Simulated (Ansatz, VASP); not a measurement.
**One calculation of HfZrSe3, two programs**

```
Zr Hf Se
1.0
     3.52838    2.03711    3.01644
    -3.52838    2.03711    3.01644
     0.00000   -4.07422    3.01644
Zr Hf Se
1 1 3
Cartesian
  0.0000 0.0000 4.5247
  0.0000 0.0000 0.0000
  0.0000 -2.0371 1.5082
  1.7642 1.0186 1.5082
  -1.7642 1.0186 1.5082
```

Alike in both runs: functional PBE; k mesh 3 × 3 × 3; occupations gaussian, width 0.15 eV; no spin polarisation.

Ansatz relaxed the structure, and its values are those at the end. VASP's run is a single point on that final structure, the one shown.

|  | VASP | Ansatz |
| --- | --- | --- |
| version | VASP 6.6.1 | Ansatz 0.2.0 |
| potentials or method | VASP PAW PBE potentials, release 64 (Zr_sv, Hf_pv, Se), cutoff 500 eV | scalar-relativistic, plane waves, PAW |
| valence electrons in the cell | 40 | 86 |

VASP gave:

| Item | Value |
| --- | --- |
| gap on the k mesh at the Fermi level (eV) | none |
| pressure (GPa) | 0.4 |

What did Ansatz give for the same quantities?

gap on the k mesh at the Fermi level (eV): none; pressure (GPa): 0.6.

A gap of «none» marks a metal or a gap that the smearing closes. VASP's potentials hold 40 valence electrons a cell and Ansatz's 86, so a difference there can come from the potentials and not from the codes.

The k mesh is coarse, so the values compare programs but aren't converged. Spin-orbit coupling is off throughout.
